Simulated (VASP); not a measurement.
# LiFeN (P-6m2) in VASP: settings compared

Aim: see how the results for LiFeN move with the level of theory and the settings. Levels: BLYP, PBE. Tasks: single point.

Program: VASP 6.6.1. These are calculated values, not measurements. Logs are shortened: lines on timing, memory, paths and dates and some standing lists are left out, and cuts for length are marked.

## (1) The cell of the first run

The structure is hexagonal, space group P-6m2 (No. 187). Conventional cell: a = 3.101 Å, b = 3.101 Å, c = 4.145 Å, α = 90.00°, β = 90.00°, γ = 120.00°. Within 2.8 Å of Li (site symmetry -6m2) lie 2 N at 2.07 Å and 6 Fe at 2.74 Å. Fe (site symmetry -6m2) has 3 N at 1.79 Å within 2.4 Å. N (site symmetry -6m2) has 3 Fe at 1.79 Å and 2 Li at 2.07 Å within 2.4 Å.

## (2) Single point, BLYP, collinear spin, ferromagnetic start

File INCAR:

```
AGGAC = 1.0 ; AGGAX = 1.0
ALDAC = 0.0 ; ALDAX = 1.0
ALGO = Normal ; EDIFF = 1E-6
ENCUT = 750 ; GGA = B5
GGA_COMPAT = F ; ISIF = 2
ISMEAR = 0 ; ISPIN = 2
LASPH = T ; LCHARG = F
LMAXMIX = 4 ; LORBIT = 11
LREAL = F ; LWAVE = F
MAGMOM = 0 0.45 0 ; NBANDS = 23
NELM = 200 ; PREC = Accurate
SIGMA = 0.1
```

File KPOINTS:

```
k-points
0
Gamma
  6 6 4
```

File POSCAR:

```
LiFeN
1.0
    3.1006003459      0.0000000000      0.0000000000
   -1.5503001730      2.6851986665      0.0000000000
    0.0000000000      0.0000000000      4.1453390000
Li Fe N
1 1 1
Direct
    0.3333333333      0.6666666667      0.0000000000
    0.6666666667      0.3333333333      0.5000000000
    0.3333333333      0.6666666667      0.5000000000
```

Potentials or basis: VASP PAW PBE potentials, release 64 (Li_sv, Fe_sv, N).

Command:

```console
cat potpaw_PBE.64/Li_sv/POTCAR potpaw_PBE.64/Fe_sv/POTCAR potpaw_PBE.64/N/POTCAR > POTCAR
mpirun -np 1 vasp_std > vasp.out
```

OUTCAR:

```text
EDIFF = 1E-6
   ENCUT = 750
   GGA = B5
   ISIF = 2
   ISMEAR = 0
   ISPIN = 2
   LASPH = T
   LORBIT = 11
   LREAL = F
   NELM = 200
   PREC = Accurate

 ion  position               nearest neighbor table
   1  0.333  0.667  0.000-   3 2.07   3 2.07
   2  0.667  0.333  0.500-   3 1.79   3 1.79   3 1.79
   3  0.333  0.667  0.500-   2 1.79   2 1.79   2 1.79   1 2.07   1 2.07

  LATTYP: Found a hexagonal cell.
 ALAT       =     3.1006003459
 C/A-ratio  =     1.3369472159

  Lattice vectors:

 A1 = (   3.1006003459,   0.0000000000,   0.0000000000)
 A2 = (  -1.5503001730,   2.6851986665,   0.0000000000)
 A3 = (   0.0000000000,   0.0000000000,   4.1453390000)

Analysis of symmetry for initial positions (statically):
=====================================================================
 Subroutine PRICEL returns:
 Original cell was already a primitive cell.

 Routine SETGRP: Setting up the symmetry group for a
 hexagonal supercell.

 Subroutine GETGRP returns: Found 12 space group operations
 (whereof 12 operations were pure point group operations)
 out of a pool of 24 trial point group operations.

The static configuration has the point symmetry D_3h.

Analysis of symmetry for dynamics (positions and initial velocities):
=====================================================================
 Subroutine PRICEL returns:
 Original cell was already a primitive cell.

 Routine SETGRP: Setting up the symmetry group for a
 hexagonal supercell.

 Subroutine GETGRP returns: Found 12 space group operations
 (whereof 12 operations were pure point group operations)
 out of a pool of 24 trial point group operations.

The dynamic configuration has the point symmetry D_3h.

Analysis of structural, dynamic, and magnetic symmetry:
=====================================================================
 Subroutine PRICEL returns:
 Original cell was already a primitive cell.

 Routine SETGRP: Setting up the symmetry group for a
 hexagonal supercell.

 Subroutine GETGRP returns: Found 12 space group operations
 (whereof 12 operations were pure point group operations)
 out of a pool of 24 trial point group operations.

The overall configuration has the point symmetry D_3h.

 Subroutine INISYM returns: Found 12 space group operations
 (whereof 12 operations are pure point group operations),
 and found     1 'primitive' translations

----------------------------------------------------------------------------------------

                                     Primitive cell

  volume of cell :      34.5130

  direct lattice vectors                    reciprocal lattice vectors
     3.100600346  0.000000000  0.000000000     0.322518186  0.186205962  0.000000000
    -1.550300173  2.685198666  0.000000000     0.000000000  0.372411923  0.000000000
     0.000000000  0.000000000  4.145339000     0.000000000  0.000000000  0.241234794

  length of vectors
     3.100600346  3.100600346  4.145339000     0.372411923  0.372411923  0.241234794

  position of ions in fractional coordinates (direct lattice)
     0.333333333  0.666666667  0.000000000
     0.666666667  0.333333333  0.500000000
     0.333333333  0.666666667  0.500000000

  ion indices of the primitive-cell ions
   primitive index   ion index
                 1           1
                 2           2
                 3           3

----------------------------------------------------------------------------------------

 KPOINTS: k-points

Automatic generation of k-mesh.
 Grid dimensions read from file:
 generate k-points for:    6    6    4

 Generating k-lattice:

  Cartesian coordinates                     Fractional coordinates (reciprocal lattice)
     0.053753031  0.031034327  0.000000000     0.166666667  0.000000000  0.000000000
     0.000000000  0.062068654  0.000000000     0.000000000  0.166666667  0.000000000
     0.000000000  0.000000000  0.060308699     0.000000000  0.000000000  0.250000000

  Length of vectors
     0.062068654  0.062068654  0.060308699

  Shift w.r.t. Gamma in fractional coordinates (k-lattice)
     0.000000000  0.000000000  0.000000000

 Subroutine IBZKPT returns following result:
 ===========================================

 Found     21 irreducible k-points:

 Following reciprocal coordinates:
            Coordinates               Weight
  0.000000  0.000000  0.000000      1.000000
  0.166667  0.000000  0.000000      6.000000
  0.333333  0.000000  0.000000      6.000000
  0.500000  0.000000  0.000000      3.000000
  0.166667  0.166667  0.000000      6.000000
  0.333333  0.166667  0.000000     12.000000
[... 13 lines left out ...]
  0.333333  0.166667  0.500000     12.000000
  0.333333  0.333333  0.500000      2.000000
   k-points           NKPTS =     21   k-points in BZ     NKDIM =     21   number of bands    NBANDS=     23
   number of dos      NEDOS =    301   number of ions     NIONS =      3
   total plane-waves  NPLWV =  31360
   dimension x,y,z NGX =    28 NGY =   28 NGZ =   40
   dimension x,y,z NGXF=    56 NGYF=   56 NGZF=   80
   ions per type =               1   1   1
   NGX,Y,Z   is equivalent  to a cutoff of  15.01, 15.01, 16.04 a.u.
   NGXF,Y,Z  is equivalent  to a cutoff of  30.03, 30.03, 32.08 a.u.
 SYSTEM =  unknown system
   PREC   = accura    normal or accurate (medium, high low for compatibility)
   ISTART =      0    job   : 0-new  1-cont  2-samecut
   ICHARG =      2    charge: 1-file 2-atom 10-const
   ISPIN  =      2    spin polarized calculation?
   LNONCOLLINEAR =      F non collinear calculations
   LSORBIT =      F    spin-orbit coupling
   LASPH  =      T    aspherical Exc in radial PAW
   ENCUT  =  750.0 eV  55.12 Ry    7.42 a.u.   6.92  6.92  9.26*2*pi/ulx,y,z
   NELM   =    200;   NELMIN=  2; NELMDL= -5     # of ELM steps
   EDIFF  = 0.1E-05   stopping-criterion for ELM
   LREAL  =      F    real-space projection
   EDIFFG = 0.1E-04   stopping-criterion for IOM
   NSW    =      0    number of steps for IOM
   IBRION =     -1    ionic relax: 0-MD 1-quasi-New 2-CG
   NFREE  =      0    steps in history (QN), initial steepest desc. (CG)
   ISIF   =      2    stress and relaxation
   ISYM   =      2    0-nonsym 1-usesym 2-fastsym
   POTIM  = 0.5000    time-step for ionic-motion
   TEBEG  =    0.0;   TEEND  =   0.0 temperature during run
   PSTRESS=    0.0 pullay stress
   NELECT =      24.0000    total number of electrons
   NUPDOWN=      -1.0000    fix difference up-down
   EMIN   =  10.00;   EMAX   =-10.00  energy-range for DOS
   EFERMI =   0.00;   METHOD = LEGACY
   ISMEAR =     0;   SIGMA  =   0.10  broadening in eV -4-tet -1-fermi 0-gaus
   EFERMI_NEDOS =   21; number of points for ismear=-14 and -15
   IALGO  =     38    algorithm
   IMIX   =      4    mixing-type and parameters
     AMIX     =   0.40;   BMIX     =  1.00
     AMIX_MAG =   1.60;   BMIX_MAG =  1.00
  volume/ion in A,a.u.               =      11.50        77.63
  Fermi-wavevector in a.u.,A,eV,Ry     =   1.450389  2.740838 28.621599  2.103628
  Thomas-Fermi vector in A             =   2.568007
   LORBIT       =     11    0 simple, 1 ext, 2 COOP (PROOUT), +10 PAW based schemes
   GGA     = B5    functional components
   LHFCALC =     F    Hartree Fock is set to
   AEXX    =    0.0000 exact exchange contribution
   IVDW    =     0    specifies the selected vdW correction
   LEPSILON=     F    determine dielectric tensor
   LRPA    =     F    only Hartree local field effects (RPA)
 spin polarized calculation
 Gauss-broadening in eV      SIGMA  =   0.10
  energy-cutoff  :      750.00
  volume of cell :       34.51
 maximum number of plane-waves:      1636
 NGX is ok and might be reduce to    28
   NGX = 13   NGY = 13   NGZ = 19

 number of electron      24.0000010 magnetization       0.0028059

 Free energy of the ion-electron system (eV)
  ---------------------------------------------------
  ext. energy  EPLUGINS =         0.00000000
  ---------------------------------------------------
  free energy    TOTEN  =       -17.76000522 eV

  energy without entropy =      -17.75002207  energy(sigma->0) =      -17.75501365

 E-fermi :   6.4481     XC(G=0):  -9.8711

 val. band max:        6.4459308757   @ k =   0.1667   0.1667   0.2500
 cond. band min:       6.4482042650   @ k =   0.1667   0.1667   0.2500
 fundamental gap:      0.0022733893
 Fermi energy:         6.4480673387

 spin component 1

 k-point     1 :       0.0000    0.0000    0.0000
  band No.  band energies     occupation
      1     -80.5491      1.00000
      2     -47.2251      1.00000
      3     -47.2251      1.00000
      4     -46.1106      1.00000
      5     -40.2438      1.00000
      6      -9.9139      1.00000
[... 15 lines left out ...]
     22      24.3918      0.00000
     23      25.9889      0.00000

 k-point     2 :       0.1667    0.0000    0.0000
  band No.  band energies     occupation
      1     -80.5481      1.00000
      2     -47.2382      1.00000
      3     -47.2286      1.00000
      4     -46.1093      1.00000
      5     -40.2412      1.00000
      6      -9.6641      1.00000
[... 15 lines left out ...]
     22      23.1974      0.00000
     23      25.3163      0.00000

 k-point     3 :       0.3333    0.0000    0.0000
  band No.  band energies     occupation
      1     -80.5460      1.00000
      2     -47.2642      1.00000
      3     -47.2354      1.00000
      4     -46.1066      1.00000
      5     -40.2360      1.00000
      6      -9.1389      1.00000
[... 15 lines left out ...]
     22      24.5012      0.00000
     23      25.0662      0.00000
[... 417 lines left out ...]
 k-point    20 :       0.3333    0.1667    0.5000
  band No.  band energies     occupation
      1     -80.5449      1.00000
      2     -47.2710      1.00000
      3     -47.2449      1.00000
      4     -46.1057      1.00000
      5     -40.2333      1.00000
      6      -8.9281      1.00000
[... 15 lines left out ...]
     22      24.1778      0.00000
     23      24.2864      0.00000

 k-point    21 :       0.3333    0.3333    0.5000
  band No.  band energies     occupation
      1     -80.5444      1.00000
      2     -47.2669      1.00000
      3     -47.2573      1.00000
      4     -46.1050      1.00000
      5     -40.2321      1.00000
      6      -8.8027      1.00000
[... 15 lines left out ...]
     22      25.7049      0.00000
     23      25.9575      0.00000
 Fermi energy:         6.4480673387

 spin component 2

 k-point     1 :       0.0000    0.0000    0.0000
  band No.  band energies     occupation
      1     -80.5458      1.00000
      2     -47.2217      1.00000
      3     -47.2217      1.00000
      4     -46.1080      1.00000
      5     -40.2439      1.00000
      6      -9.9137      1.00000
[... 15 lines left out ...]
     22      24.3915      0.00000
     23      25.9891      0.00000

 k-point     2 :       0.1667    0.0000    0.0000
  band No.  band energies     occupation
      1     -80.5448      1.00000
      2     -47.2347      1.00000
      3     -47.2251      1.00000
      4     -46.1067      1.00000
      5     -40.2413      1.00000
      6      -9.6639      1.00000
[... 15 lines left out ...]
     22      23.1977      0.00000
     23      25.3166      0.00000

 k-point     3 :       0.3333    0.0000    0.0000
  band No.  band energies     occupation
      1     -80.5427      1.00000
      2     -47.2608      1.00000
      3     -47.2320      1.00000
      4     -46.1040      1.00000
      5     -40.2361      1.00000
      6      -9.1387      1.00000
[... 15 lines left out ...]
     22      24.5016      0.00000
     23      25.0664      0.00000
[... 417 lines left out ...]
 k-point    20 :       0.3333    0.1667    0.5000
  band No.  band energies     occupation
      1     -80.5417      1.00000
      2     -47.2676      1.00000
      3     -47.2414      1.00000
      4     -46.1031      1.00000
      5     -40.2333      1.00000
      6      -8.9279      1.00000
[... 15 lines left out ...]
     22      24.1779      0.00000
     23      24.2870      0.00000

 k-point    21 :       0.3333    0.3333    0.5000
  band No.  band energies     occupation
      1     -80.5412      1.00000
      2     -47.2635      1.00000
      3     -47.2538      1.00000
      4     -46.1024      1.00000
      5     -40.2321      1.00000
      6      -8.8025      1.00000
[... 15 lines left out ...]
     22      25.7050      0.00000
     23      25.9584      0.00000

------------------------ aborting loop because EDIFF is reached ----------------------------------------

  FORCE on cell =-STRESS in cart. coord.  units (eV):
  Direction    XX          YY          ZZ          XY          YZ          ZX
  --------------------------------------------------------------------------------------
  -------------------------------------------------------------------------------------
  Total        0.8867211      0.8867211      0.0959542     -0.0000000      0.0000000      0.0000000
  in kB       41.1637909     41.1637909      4.4544326     -0.0000000      0.0000000      0.0000000
  external PRESSURE =      28.9273381 kB  Pullay stress =       0.0000000 kB

 VOLUME and BASIS-vectors are now :
 -----------------------------------------------------------------------------
  energy-cutoff  :      750.00
  volume of cell :       34.51
      direct lattice vectors                 reciprocal lattice vectors
     3.100600346  0.000000000  0.000000000     0.322518186  0.186205962  0.000000000
    -1.550300173  2.685198666  0.000000000     0.000000000  0.372411923  0.000000000
     0.000000000  0.000000000  4.145339000     0.000000000  0.000000000  0.241234794

 POSITION                                       TOTAL-FORCE (eV/Angst)
 -----------------------------------------------------------------------------------
     -0.00000      1.79013      0.00000         0.000000      0.000000      0.000000
      1.55030      0.89507      2.07267        -0.000000      0.000000      0.000000
     -0.00000      1.79013      2.07267         0.000000     -0.000000      0.000000
 -----------------------------------------------------------------------------------
    total drift:                               -0.000001      0.000001      0.000000

  FREE ENERGIE OF THE ION-ELECTRON SYSTEM (eV)
  ---------------------------------------------------
  free  energy   TOTEN  =       -17.7600052182 eV

  energy  without entropy=      -17.7500220745  energy(sigma->0) =      -17.75501365

 total charge

# of ion       s       p       d       tot
------------------------------------------
    1        2.028   0.071   0.000   2.099
    2        2.201   6.038   5.644  13.883
    3        1.267   2.446   0.000   3.713
--------------------------------------------------
tot          5.496   8.555   5.644  19.695

 magnetization (x)

# of ion       s       p       d       tot
------------------------------------------
    1       -0.000  -0.000   0.000  -0.000
    2        0.000   0.000   0.002   0.002
    3        0.000  -0.000   0.000  -0.000
--------------------------------------------------
tot          0.000  -0.000   0.002   0.002
```

Run time: 40 s. Hardware: 1 thread of Intel Xeon 6975P-C (Granite Rapids), shared host; peak memory 0.21 GiB.

Results:

```
Free energy                                           : -17.7600 eV
Pressure                                              : 2.9 GPa
Band gap on the k mesh                                : zero (filled and empty bands overlap)
Net moment                                            : 0.00 μB per cell
Valence electrons inside the program's atomic spheres : Li 2.10; Fe 13.88; N 3.71
```

Stress tensor (GPa, compression positive):
```
4.12 0.00 0.00
0.00 4.12 0.00
0.00 0.00 0.45
```

Caveat: the k points lie up to 0.39 Å⁻¹ apart; the PAW data sets were made with another functional, which shifts forces and pressure a little. With open d or f shells a metallic result of BLYP can be an artefact of self-interaction; +U or a hybrid may open a gap.

[end of part 1 of 3]
